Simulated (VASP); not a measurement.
Write the native input for VASP 6.6.1 that does the following.

- Task: single point
- Functional: PBE
- Potentials or basis: VASP PAW PBE potentials, release 64 (Zn, Sn_d, N)
- Cutoff: 520 eV
- k mesh: 10 × 10 × 10
- Occupations: gaussian, width 0.1 eV
- Spin: no spin polarisation
- Dipole correction: no
- Further INCAR settings: ALGO = Normal; EDIFF = 1e-06; NBANDS = 42

The structure of Zn4SnN lies in POSCAR:

```
Zn4SnN
1.0
    0.0000000000      3.6353057141      3.6353057141
    3.6353057141      0.0000000000      3.6353057141
    3.6353057141      3.6353057141      0.0000000000
Zn Sn N
4 1 1
Direct
    0.3727327699      0.8757557434      0.8757557434
    0.8757557434      0.3727327699      0.8757557434
    0.8757557434      0.8757557434      0.3727327699
    0.8757557434      0.8757557434      0.8757557434
    0.5000000000      0.5000000000      0.5000000000
    0.2500000000      0.2500000000      0.2500000000
```

The cell was built from a structure type or drawn by symmetry, and may not be a known phase.

One way to write it, as run:

INCAR

```
PREC = Accurate
ENCUT = 520
EDIFF = 1E-6
ISMEAR = 0
SIGMA = 0.1
LREAL = False
LASPH = True
NELM = 100
ALGO = Normal
ISIF = 2
LWAVE = False
LCHARG = False
GGA = PE
NBANDS = 42
```

KPOINTS

```
regular mesh
0
Gamma
  10 10 10
```

Potentials or basis: VASP PAW PBE potentials, release 64 (Zn, Sn_d, N).

Launch:

```bash
$ cat potpaw_PBE.64/Zn/POTCAR potpaw_PBE.64/Sn_d/POTCAR potpaw_PBE.64/N/POTCAR > POTCAR
$ mpirun -np 1 vasp_std > vasp.out
```

Results of the run:

```
Pressure               : 0.2 GPa
Largest force          : 0.004 eV/Å
Band gap on the k mesh : zero (an odd number of electrons rules out a gap without spin polarisation)
```

Caveat: spin-orbit coupling is left out, which moves the levels of the heavy elements.

Run time: 99 s on 1 thread of AMD EPYC 9R45 96-Core Processor (Zen 5), with other jobs on the host, peak memory 0.31 GiB.
